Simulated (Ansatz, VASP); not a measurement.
Two plane-wave programs on SiC

```
Si C
1.0
     0.00000    2.30190    2.30190
     2.30190    0.00000    2.30190
     2.18374    2.18374    0.11816
Si C
1 1
Direct
  0.00000 0.00000 0.00000
  0.75000 0.75000 0.75000
```

Alike in both runs: task single point; functional PBE; k mesh 12 × 12 × 12; occupations gaussian, width 0.05 eV; no spin polarisation.

|  | VASP | Ansatz |
| --- | --- | --- |
| version | VASP 6.6.1 | Ansatz 0.2.0 |
| potentials or method | VASP PAW PBE potentials, release 64 (Si, C), cutoff 520 eV | scalar-relativistic, plane waves, PAW |
| valence electrons in the cell | 8 | 8 |

|  | VASP | Ansatz | Ansatz less VASP |
| --- | --- | --- | --- |
| gap on the k mesh at the Fermi level (eV) | 1.15 | 1.16 | +0.006 |
| least direct gap on the mesh (eV) | 3.91 | 3.92 | +0.004 |
| pressure (GPa) | -11.2 | -11.1 | +0.01 |
| traceless stress, the component that is largest in VASP (GPa) | 12.37 | 12.33 | -0.043 |
| rms of the force components (eV/Å) | 0.406 | 0.406 | +0.0003 |

Atom by atom the forces differ by 0.000 eV/Å (rms over components).
